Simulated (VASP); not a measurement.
## Li2H7: relaxation of cell and atoms with PBE

The system is Li2H7.

```
Li H
1.0
     2.19819   -2.48520    0.00000
     2.19819    2.48520    0.00000
    -2.09616    0.00000    5.40014
Li H
2 7
Direct
  0.89279 0.89279 0.29016
  0.10721 0.10721 0.70984
  0.00000 0.50000 0.50000
  0.50000 0.00000 0.50000
  0.36351 0.19733 0.06403
  0.63649 0.80267 0.93597
  0.80267 0.63649 0.93597
  0.19733 0.36351 0.06403
  0.50000 0.50000 0.50000
```

The cell was generated, and may not be a known phase.

| Item | Value |
| --- | --- |
| Program | VASP 6.6.1 |
| Task | relaxation of cell and atoms |
| Functional | PBE |
| Potentials or basis | VASP PAW PBE potentials, release 64 (Li_sv, H) |
| Cutoff | 600 eV |
| k mesh | 12 × 12 × 8 |
| Occupations | gaussian, width 0.1 eV |
| Spin | no spin polarisation |
| Dipole correction | no |
| Further INCAR settings | ALGO = Normal; EDIFF = 1e-06; IBRION = 2; EDIFFG = -0.01; NSW = 100; ISIF = 3 |

```yaml
Relaxed_volume: 6.54 Å³/atom
Relaxed_cell: a = 3.341 Å, b = 3.341 Å, c = 5.720 Å, α = 104.17°, β = 104.17°, γ = 96.92°
Space_group_after_relaxing_to_0.1_Å: Fmmm (No. 69)
Energy_gained_by_relaxing: 0.6 meV/atom
Ionic_steps: 27
Pressure_after_relaxing: 0.0 GPa
Largest_force_after_relaxing: 0.010 eV/Å
Band_gap_on_the_k_mesh: zero (an odd number of electrons rules out a gap without spin polarisation)
```

Forces on the atoms (eV/Å):
```
Li   0.008  0.000 -0.005
Li  -0.008  0.000  0.005
H    0.000  0.000  0.000
H    0.000  0.000  0.000
H   -0.001  0.005 -0.003
H    0.001 -0.005  0.003
H    0.001  0.005  0.003
H   -0.001 -0.005 -0.003
H    0.000  0.000  0.000
```

The path:
```csv
step,energy change (eV),largest force (eV/Å),pressure (GPa),volume (Å³)
1,0.0000,0.0687,0.00,59.00
2,-0.0013,0.0376,0.20,59.00
3,-0.0014,0.0876,0.31,59.00
4,-0.0022,0.0769,0.29,59.03
5,-0.0038,0.0462,0.23,59.12
6,-0.0041,0.0637,0.11,59.29
7,-0.0044,0.0404,0.16,59.22
8,-0.0046,0.0342,0.12,59.26
9,-0.0049,0.0276,-0.02,59.38
10,-0.0046,0.0712,-0.28,59.61
11,-0.0049,0.0392,-0.10,59.44
12,-0.0050,0.0171,-0.07,59.46
13,-0.0051,0.0125,-0.05,59.47
14,-0.0051,0.0124,-0.05,59.47
15,-0.0051,0.0118,-0.04,59.45
16,-0.0053,0.0109,-0.03,59.41
17,-0.0054,0.0160,0.01,59.34
18,-0.0054,0.0168,-0.04,59.33
19,-0.0054,0.0188,-0.06,59.33
20,-0.0054,0.0190,-0.06,59.32
21,-0.0055,0.0190,-0.07,59.28
22,-0.0056,0.0192,-0.08,59.22
23,-0.0057,0.0205,-0.11,59.09
24,-0.0057,0.0302,0.01,59.00
25,-0.0057,0.0206,-0.04,59.04
26,-0.0058,0.0131,-0.02,58.99
27,-0.0058,0.0097,0.01,58.90
```

Final structure:
```
Li H
1.0
     2.21549   -2.50074    0.00011
     2.21549    2.50074    0.00011
    -2.11247    0.00000    5.31588
Li H
2 7
Cartesian
  3.3672 0.0000 1.5375
  -1.0487 0.0000 3.7786
  0.0515 1.2504 2.6580
  2.2670 1.2504 2.6581
  1.1090 -0.4096 0.3753
  1.2095 0.4096 4.9408
  1.2095 -0.4096 4.9408
  1.1090 0.4096 0.3753
  1.1593 0.0000 2.6580
```

Levels at points of the mesh, in eV from the Fermi level:
```
           k point  band 4  band 5  band 6  band 7  band 8  band 9
(0.00, 0.00, 0.00)   -8.13   -6.75    0.30    1.30    2.65    3.58
(0.50, 0.00, 0.00)   -9.27   -6.13   -4.41    1.85    2.52    2.94
(0.50, 0.50, 0.00)   -8.41   -4.95   -3.13   -3.04   -0.90    1.29
(0.00, 0.00, 0.50)   -9.00   -5.97    0.25    2.32    3.30    3.85
(0.50, 0.00, 0.50)   -9.26   -6.16   -4.42    1.91    2.69    2.93
(0.50, 0.50, 0.50)   -8.51   -4.52   -3.32   -3.04   -2.35    2.96
```

It took 18 min on 1 thread of AMD EPYC 9R45 96-Core Processor (Zen 5), with other jobs on the host, peak memory 0.32 GiB.

Caveat: the cutoff is under 1.25 times the usual one of these potentials, so pressure, stress and relaxed cells hold a basis-set (Pulay) error; an odd number of electrons without spin polarisation forces a metal; a magnetic or distorted state may lie lower.
